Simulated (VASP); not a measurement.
**BP: single point with PBE**

BP:

```
CELL_PARAMETERS angstrom
3.20885 0.00000 0.00000
1.60443 2.77895 0.00000
1.60443 0.92632 2.62002
ATOMIC_POSITIONS crystal
B 0.00000 0.00000 0.00000
P 0.25000 0.25000 0.25000
```

| Property | Result |
| --- | --- |
| Program | VASP 6.6.1 |
| Task | single point |
| Functional | PBE |
| Potentials or basis | VASP PAW PBE potentials, release 64 (B, P) |
| Cutoff | 500 eV |
| k mesh | 6 × 6 × 6 |
| Occupations | gaussian, width 0.01 eV |
| Spin | no spin polarisation |

The pressure is 1.0 GPa and the band gap on the k mesh is 1.33 eV, indirect (least direct gap 3.40 eV).

Levels at points of the mesh, in eV from the valence-band top:
| k point | band 2 | band 3 | band 4 | band 5 | band 6 | band 7 |
| --- | --- | --- | --- | --- | --- | --- |
| (0.00, 0.00, 0.00) | 0.00 | 0.00 | 0.00 | 3.40 | 3.40 | 3.40 |
| (0.50, 0.00, 0.00) | -9.04 | -1.76 | -1.76 | 3.78 | 4.71 | 4.71 |
| (0.50, 0.50, 0.00) | -8.58 | -4.12 | -4.12 | 1.33 | 1.66 | 12.12 |

It took 5.9 s on 1 thread of Intel Xeon 8259CL (shared host), peak memory 0.13 GiB.

A k mesh can miss the band edges. As with any semilocal functional, this PBE gap is likely too small.
